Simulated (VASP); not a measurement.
# BN (P1) in VASP: a series of runs

BN is run at these levels: PBE; tasks: single point.

Program: VASP 6.6.1. These are calculated values, not measurements. Logs are shortened: lines on timing, memory, paths and dates and some standing lists are left out, and cuts for length are marked.

## Step 1: The cell of the first run

The typed cell holds 12 atoms: a = 2.554 Å, b = 2.554 Å, c = 12.683 Å, α = 90.58°, β = 88.85°, γ = 120.00°.

## Step 2: Single point, PBE

Contents of INCAR:

```
SYSTEM = BN
ALGO = Normal
EDIFF = 1E-6
ENCUT = 520
GGA = PE
ISIF = 2
ISMEAR = 0
LASPH = .TRUE.
LCHARG = .FALSE.
LREAL = .FALSE.
LWAVE = .FALSE.
NBANDS = 36
NELM = 60
PREC = Accurate
SIGMA = 0.05
```

Contents of KPOINTS:

```
k-points
0
G
  10 10 2
  0 0 0
```

Contents of POSCAR:

```
BN
1.0
   -2.5539396017      0.0000000000      0.0000000000
    1.2769698009     -2.2117765748      0.0000000000
   -0.2553939602      0.0000000000     12.6805650000
B N
6 6
Direct
    0.3104292000      0.6666666667      0.2290413333
    0.2770958667      0.6666666667      0.5623746667
    0.2437625333      0.6666666667      0.8957080000
    0.6604292000      0.3333333333      0.0623746667
    0.6270958667      0.3333333333      0.3957080000
    0.5937625333      0.3333333333      0.7290413333
    0.3229108000      0.6666666667      0.1042253333
    0.2895774667      0.6666666667      0.4375586667
    0.2562441333      0.6666666667      0.7708920000
    0.5729108000      0.3333333333      0.9375586667
    0.6395774667      0.3333333333      0.2708920000
    0.6062441333      0.3333333333      0.6042253333
```

Potentials or basis: VASP PAW PBE potentials, release 64 (B, N).

Launch:

```sh
$ cat potpaw_PBE.64/B/POTCAR potpaw_PBE.64/N/POTCAR > POTCAR
$ mpirun -np 1 vasp_std > vasp.out
```

OUTCAR:

```text
SYSTEM = BN
   EDIFF = 1E-6
   ENCUT = 520
   GGA = PE
   ISIF = 2
   ISMEAR = 0
   LASPH = .TRUE.
   LREAL = .FALSE.
   NELM = 60
   PREC = Accurate

 ion  position               nearest neighbor table
   1  0.310  0.667  0.229-  11 1.57  11 1.57  11 1.57   7 1.58
   2  0.277  0.667  0.562-  12 1.57  12 1.57  12 1.57   8 1.58
   3  0.244  0.667  0.896-  10 1.57  10 1.57  10 1.57   9 1.58
   4  0.660  0.333  0.062-   7 1.57   7 1.57   7 1.57  10 1.60
   5  0.627  0.333  0.396-   8 1.57   8 1.57   8 1.57  11 1.58
   6  0.594  0.333  0.729-   9 1.57   9 1.57   9 1.57  12 1.58
   7  0.323  0.667  0.104-   4 1.57   4 1.57   4 1.57   1 1.58
   8  0.290  0.667  0.438-   5 1.57   5 1.57   5 1.57   2 1.58
   9  0.256  0.667  0.771-   6 1.57   6 1.57   6 1.57   3 1.58
  10  0.573  0.333  0.938-   3 1.57   3 1.57   3 1.57   4 1.60
  11  0.640  0.333  0.271-   1 1.57   1 1.57   1 1.57   5 1.58
  12  0.606  0.333  0.604-   2 1.57   2 1.57   2 1.57   6 1.58

  LATTYP: Found a base centered monoclinic cell.
 ALAT       =     2.5539396017
 B/A-ratio  =     1.7320508076
 C/A-ratio  =     4.9661067248
 COS(beta)  =    -0.0201364984

  Lattice vectors:

 A1 = (   1.2769698009,  -2.2117765748,   0.0000000000)
 A2 = (   1.2769698008,   2.2117765748,   0.0000000000)
 A3 = (  -0.2553939602,   0.0000000000,  12.6805650000)

Analysis of symmetry for initial positions (statically):
=====================================================================
 Subroutine PRICEL returns:
 Original cell was already a primitive cell.

 Routine SETGRP: Setting up the symmetry group for a
 base centered monoclinic supercell.

 Subroutine GETGRP returns: Found  1 space group operations
 (whereof  1 operations were pure point group operations)
 out of a pool of  4 trial point group operations.

The static configuration has the point symmetry C_1 .

Analysis of symmetry for dynamics (positions and initial velocities):
=====================================================================
 Subroutine PRICEL returns:
 Original cell was already a primitive cell.

 Routine SETGRP: Setting up the symmetry group for a
 base centered monoclinic supercell.

 Subroutine GETGRP returns: Found  1 space group operations
 (whereof  1 operations were pure point group operations)
[... 130 lines left out ...]
   POTIM  = 0.5000    time-step for ionic-motion
   TEBEG  =    0.0;   TEEND  =   0.0 temperature during run
   PSTRESS=    0.0 pullay stress
   NELECT =      48.0000    total number of electrons
   NUPDOWN=      -1.0000    fix difference up-down
   EMIN   =  10.00;   EMAX   =-10.00  energy-range for DOS
   EFERMI =   0.00;   METHOD = LEGACY
   ISMEAR =     0;   SIGMA  =   0.05  broadening in eV -4-tet -1-fermi 0-gaus
   EFERMI_NEDOS =   21; number of points for ismear=-14 and -15
   IALGO  =     38    algorithm
   IMIX   =      4    mixing-type and parameters
     AMIX     =   0.40;   BMIX     =  1.00
     AMIX_MAG =   1.60;   BMIX_MAG =  1.00
  volume/ion in A,a.u.               =       5.97        40.28
  Fermi-wavevector in a.u.,A,eV,Ry     =   1.432600  2.707222 27.923836  2.052344
  Thomas-Fermi vector in A             =   2.552210
   LORBIT       =      0    0 simple, 1 ext, 2 COOP (PROOUT), +10 PAW based schemes
   GGA     = PE    functional components
   LHFCALC =     F    Hartree Fock is set to
   AEXX    =    0.0000 exact exchange contribution
   IVDW    =     0    specifies the selected vdW correction
   LEPSILON=     F    determine dielectric tensor
   LRPA    =     F    only Hartree local field effects (RPA)
 non-spin polarized calculation
 Gauss-broadening in eV      SIGMA  =   0.05
  energy-cutoff  :      520.00
  volume of cell :       71.63
 maximum number of plane-waves:      1947
   NGX =  9   NGY =  9   NGZ = 47

 number of electron      47.9999995 magnetization

 Free energy of the ion-electron system (eV)
  ---------------------------------------------------
  ext. energy  EPLUGINS =         0.00000000
  ---------------------------------------------------
  free energy    TOTEN  =      -104.30982341 eV

  energy without entropy =     -104.30982341  energy(sigma->0) =     -104.30982341

 E-fermi :   7.7932     XC(G=0): -12.7643

 val. band max:        7.4966589400   @ k =   0.0000   0.0000   0.0000
 cond. band min:      12.7723731121   @ k =   0.3000   0.3000  -0.0000
 fundamental gap:      5.2757141720
 Fermi energy:         7.7931533637

 k-point     1 :       0.0000    0.0000    0.0000
  band No.  band energies     occupation
      1     -12.8542      2.00000
      2     -12.2087      2.00000
      3     -12.1902      2.00000
      4     -10.3928      2.00000
      5     -10.3728      2.00000
      6      -8.7494      2.00000
[... 925 lines left out ...]
     35      18.9935      0.00000
     36      19.2381      0.00000

 [... further k-points ...]

------------------------ aborting loop because EDIFF is reached ----------------------------------------

  FORCE on cell =-STRESS in cart. coord.  units (eV):
  Direction    XX          YY          ZZ          XY          YZ          ZX
  --------------------------------------------------------------------------------------
  -------------------------------------------------------------------------------------
  Total       -0.1474568      0.2690931      0.0468915     -0.2983699     -0.1697330      2.8185206
  in kB       -3.2982601      6.0189766      1.0488509     -6.6738288     -3.7965252     63.0436452
  external PRESSURE =       1.2565225 kB  Pullay stress =       0.0000000 kB

 VOLUME and BASIS-vectors are now :
 -----------------------------------------------------------------------------
  energy-cutoff  :      520.00
  volume of cell :       71.63
      direct lattice vectors                 reciprocal lattice vectors
    -2.553939602  0.000000000  0.000000000    -0.391551938 -0.226062617 -0.007886084
     1.276969801 -2.211776575  0.000000000     0.000000000 -0.452125233  0.000000000
    -0.255393960  0.000000000 12.680565000     0.000000000  0.000000000  0.078860839

 POSITION                                       TOTAL-FORCE (eV/Angst)
 -----------------------------------------------------------------------------------
      0.00000     -1.47452      2.90437         0.083536     -0.015528      0.046504
     -0.00000     -1.47452      7.13123        -0.000615     -0.000009      0.031016
      0.00000     -1.47452     11.35808        -0.073736     -0.052855      0.015089
     -1.27697     -0.73726      0.79095         1.264510      0.019698     -0.030347
     -1.27697     -0.73726      5.01780         0.001265     -0.000953      0.031554
     -1.27697     -0.73726      9.24466        -0.012775      0.000668      0.032230
      0.00000     -1.47452      1.32164         0.112059     -0.067511      0.033159
     -0.00000     -1.47452      5.54849         0.000663      0.000080     -0.030973
      0.00000     -1.47452      9.77535        -0.075377      0.004859     -0.049343
     -1.27697     -0.73726     11.88877        -1.301898      0.114086     -0.017504
     -1.27697     -0.73726      3.43506         0.003639     -0.002392     -0.029693
     -1.27697     -0.73726      7.66192        -0.001271     -0.000144     -0.031693
 -----------------------------------------------------------------------------------
    total drift:                               -0.000085      0.000004      0.000064

  FREE ENERGIE OF THE ION-ELECTRON SYSTEM (eV)
  ---------------------------------------------------
  free  energy   TOTEN  =      -104.3098234134 eV

  energy  without entropy=     -104.3098234134  energy(sigma->0) =     -104.30982341
```

OSZICAR:

```text
N       E                     dE             d eps       ncg     rms          rms(c)
DAV:   1     0.178027243743E+03    0.17803E+03   -0.25507E+04  7488   0.131E+03
DAV:   2    -0.997470135601E+02   -0.27777E+03   -0.26343E+03  9576   0.301E+02
DAV:   3    -0.109953077694E+03   -0.10206E+02   -0.10156E+02  9888   0.563E+01
DAV:   4    -0.110037433576E+03   -0.84356E-01   -0.84220E-01  9792   0.533E+00
DAV:   5    -0.110038621369E+03   -0.11878E-02   -0.11869E-02  9716   0.585E-01    0.163E+01
DAV:   6    -0.104788351667E+03    0.52503E+01   -0.14241E+01  9256   0.181E+01    0.771E+00
DAV:   7    -0.104395394441E+03    0.39296E+00   -0.83328E-01  9336   0.491E+00    0.468E+00
DAV:   8    -0.104316256440E+03    0.79138E-01   -0.24645E-01  8672   0.266E+00    0.563E-01
DAV:   9    -0.104309246658E+03    0.70098E-02   -0.13647E-02  9620   0.668E-01    0.195E-01
DAV:  10    -0.104309818212E+03   -0.57155E-03   -0.21913E-03  9156   0.247E-01    0.655E-02
DAV:  11    -0.104309805941E+03    0.12272E-04   -0.28066E-04  9732   0.859E-02    0.153E-02
DAV:  12    -0.104309821175E+03   -0.15235E-04   -0.17620E-05  9072   0.280E-02    0.788E-03
DAV:  13    -0.104309823489E+03   -0.23135E-05   -0.43803E-06  9144   0.116E-02    0.374E-03
DAV:  14    -0.104309823413E+03    0.75235E-07   -0.43803E-07  5184   0.459E-03
   1 F= -.10430982E+03 E0= -.10430982E+03  d E =-.755123E-19
```

stdout:

```text
POSCAR found type information on POSCAR B N
 POSCAR found :  2 types and      12 ions
 scaLAPACK will be used
 LDA part: xc-table for (Slater+PW92), standard interpolation
 POSCAR, INCAR and KPOINTS ok, starting setup
 FFT: planning ... GRIDC
 FFT: planning ... GRID_SOFT
 FFT: planning ... GRID
 WAVECAR not read
 entering main loop
```

Wall time 3.5 min (1 thread of Intel Xeon Platinum 8375C at 2.90GHz (Ice Lake), shared host); peak memory 0.31 GiB.

What came out:

| Item | Value |
| --- | --- |
| Free energy | -104.3098 eV |
| Pressure | 0.1 GPa |
| Largest force | 1.307 eV/Å |
| Band gap on the k mesh | 5.28 eV |

Forces on the atoms (eV/Å):
```
B    0.084 -0.016  0.047
B   -0.001  0.000  0.031
B   -0.074 -0.053  0.015
B    1.265  0.020 -0.030
B    0.001 -0.001  0.032
B   -0.013  0.001  0.032
N    0.112 -0.068  0.033
N    0.001  0.000 -0.031
N   -0.075  0.005 -0.049
N   -1.302  0.114 -0.018
N    0.004 -0.002 -0.030
N   -0.001  0.000 -0.032
```

Levels at points of the mesh, in eV from the valence-band top:
```
           k point  band 22  band 23  band 24  band 25  band 26  band 27
(0.00, 0.00, 0.00)    -0.30    -0.09     0.00     8.10     8.30     8.46
(0.50, 0.00, 0.00)    -3.04    -2.91    -2.15     5.90     6.50     6.64
(0.50, 0.50, 0.00)    -3.04    -2.98    -2.16     6.22     6.58     6.63
(0.00, 0.50, 0.00)    -3.03    -2.93    -2.15     6.36     6.41     6.64
(0.00, 0.00, 0.50)    -0.24    -0.22    -0.17     8.19     8.42     8.48
(0.50, 0.00, 0.50)    -3.30    -2.42    -2.38     6.06     6.56     6.68
(0.50, 0.50, 0.50)    -3.27    -2.44    -2.40     6.30     6.56     6.65
(0.00, 0.50, 0.50)    -3.49    -2.42    -2.39     6.44     6.49     6.69
```

Caveat: forces of over 1 eV/Å act on the atoms, so gaps and moduli don't describe the material at rest.

## Step 3: Single point, PBE

Contents of INCAR:

```
  PREC = Accurate
  ENCUT = 520
  EDIFF = 1E-6
  ISMEAR = 0
  SIGMA = 0.05
  LREAL = False
  LASPH = True
  NELM = 80
  ALGO = Normal
  ISIF = 2
  LWAVE = False
  LCHARG = False
  GGA = PE
  NBANDS = 36
```

Contents of KPOINTS:

```
Automatic mesh
0
Gamma
  10 10 2
```

Contents of POSCAR:

```
BN
1.0
   -2.5539396017      0.0000000000      0.0000000000
    1.2769698009     -2.2117765748      0.0000000000
   -0.7661818805      0.0000000000     12.6805650000
B N
6 6
Direct
    0.2646209333      0.6666666667      0.2290413333
    0.1646209333      0.6666666667      0.5623746667
    0.0646209333      0.6666666667      0.8957080000
    0.6479542667      0.3333333333      0.0623746667
    0.5479542667      0.3333333333      0.3957080000
    0.4479542667      0.3333333333      0.7290413333
    0.3020657333      0.6666666667      0.1042253333
    0.2020657333      0.6666666667      0.4375586667
    0.1020657333      0.6666666667      0.7708920000
    0.3853990667      0.3333333333      0.9375586667
    0.5853990667      0.3333333333      0.2708920000
    0.4853990667      0.3333333333      0.6042253333
```

Potentials or basis: VASP PAW PBE potentials, release 64 (B, N).

Launch:

```sh
$ cat potpaw_PBE.64/B/POTCAR potpaw_PBE.64/N/POTCAR > POTCAR
$ mpirun -np 1 vasp_std > vasp.out
```

Wall time 3.8 min (1 thread of Intel Xeon Platinum 8375C at 2.90GHz (Ice Lake), shared host); peak memory 0.31 GiB.

Results (log left out):

| Item | Value |
| --- | --- |
| Free energy | -102.9530 eV |
| Pressure | 0.4 GPa |
| Largest force | 3.335 eV/Å |
| Band gap on the k mesh | 3.84 eV, indirect (least direct gap 5.56 eV) |

Forces in eV/Å, atoms in the order of the input:
```
B    0.175 -0.142  0.240
B   -0.001  0.000  0.125
B   -0.112 -0.396  0.007
B    2.883  0.122  0.342
B    0.002 -0.009  0.129
B   -0.030  0.005  0.138
N    0.351 -0.549  0.421
N    0.001 -0.001 -0.126
N   -0.173  0.042 -0.271
N   -3.105  0.949 -0.759
N    0.011 -0.022 -0.115
N   -0.003  0.000 -0.131
```

Stress tensor (GPa, compression positive):
```
-5.74 -1.66 14.66
-1.66  1.51 -3.44
14.66 -3.44  5.53
```

Levels at points of the mesh, in eV from the valence-band top:
| k point | band 20 | band 21 | band 22 | band 23 | band 24 | band 25 | band 26 | band 27 | band 28 | band 29 |
| --- | --- | --- | --- | --- | --- | --- | --- | --- | --- | --- |
| (0.00, 0.00, 0.00) | -0.76 | -0.68 | -0.38 | -0.24 | 0.00 | 7.00 | 7.96 | 8.21 | 8.38 | 8.71 |
| (0.50, 0.00, 0.00) | -3.71 | -3.49 | -3.15 | -2.50 | -1.73 | 3.84 | 6.30 | 6.43 | 6.62 | 6.90 |
| (0.50, 0.50, 0.00) | -3.77 | -3.45 | -3.14 | -2.45 | -1.97 | 4.69 | 6.26 | 6.49 | 6.58 | 6.88 |
| (0.00, 0.50, 0.00) | -3.86 | -3.48 | -2.99 | -2.75 | -2.32 | 5.40 | 6.20 | 6.43 | 6.55 | 6.65 |
| (0.00, 0.00, 0.50) | -0.99 | -0.65 | -0.47 | -0.27 | -0.22 | 7.04 | 8.01 | 8.23 | 8.40 | 8.65 |
| (0.50, 0.00, 0.50) | -3.88 | -3.83 | -3.00 | -2.52 | -1.82 | 3.92 | 6.33 | 6.49 | 6.68 | 6.80 |
| (0.50, 0.50, 0.50) | -3.87 | -3.75 | -2.91 | -2.50 | -2.01 | 4.71 | 6.24 | 6.44 | 6.64 | 6.90 |
| (0.00, 0.50, 0.50) | -3.77 | -3.59 | -3.35 | -2.61 | -2.41 | 5.45 | 6.25 | 6.46 | 6.58 | 6.94 |

Caveat: forces of over 1 eV/Å act on the atoms, so gaps and moduli don't describe the material at rest.
